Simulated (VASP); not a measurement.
Input of a VASP 6.6.1 run:

The input INCAR:

```
SYSTEM = ZrS2
PREC     = Accurate       ! precision mode
ENCUT    = 500            ! plane-wave cutoff, eV
EDIFF    = 1E-6           ! SCF threshold, eV
ISMEAR   = -1             ! smearing method
SIGMA    = 0.05           ! smearing width, eV
LREAL    = .FALSE.        ! projectors in reciprocal space
LASPH    = .TRUE.         ! aspherical terms in the spheres
NELM     = 120            ! most SCF steps
ALGO     = Normal         ! electronic algorithm
ISIF     = 2              ! what is computed and relaxed
LWAVE    = .FALSE.        ! write WAVECAR
LCHARG   = .FALSE.        ! write CHGCAR
GGA      = PE             ! functional
NBANDS   = 19             ! bands
GGA_COMPAT= .FALSE.
```

KPOINTS

```
regular mesh
0
G
  6 6 4
  0 0 0
```

POSCAR

```
ZrS2
1.0
    3.6890336523      0.0000000000      0.0000000000
   -1.8445168262      3.1947968583      0.0000000000
    0.0000000000      0.0000000000      6.7517103248
Zr S
1 2
Direct
    0.0000000000      0.0000000000      0.0000000000
    0.6666666667      0.3333333333      0.7858708313
    0.3333333333      0.6666666667      0.2141291687
```

Potentials or basis: VASP PAW PBE potentials, release 64 (Zr_sv, S).

Command:

```bash
$ cat potpaw_PBE.64/Zr_sv/POTCAR potpaw_PBE.64/S/POTCAR > POTCAR
$ mpirun -np 1 vasp_std > vasp.out
```

Question: Predict the band gap on the k mesh.

Answer: 1.14 eV (least direct gap 1.69 eV).

Question: Estimate the pressure.

Answer: 0.0 GPa.

Question: Predict the largest force.

Answer: 0.008 eV/Å.

Forces in eV/Å, atoms in the order of the input:
```
Zr   0.000  0.000  0.000
S    0.000  0.000 -0.008
S    0.000  0.000  0.008
```

Caveat: this functional lacks dispersion, which binds the layers, so the pressure and a relaxed spacing across them are unreliable. A k mesh can miss the band edges.
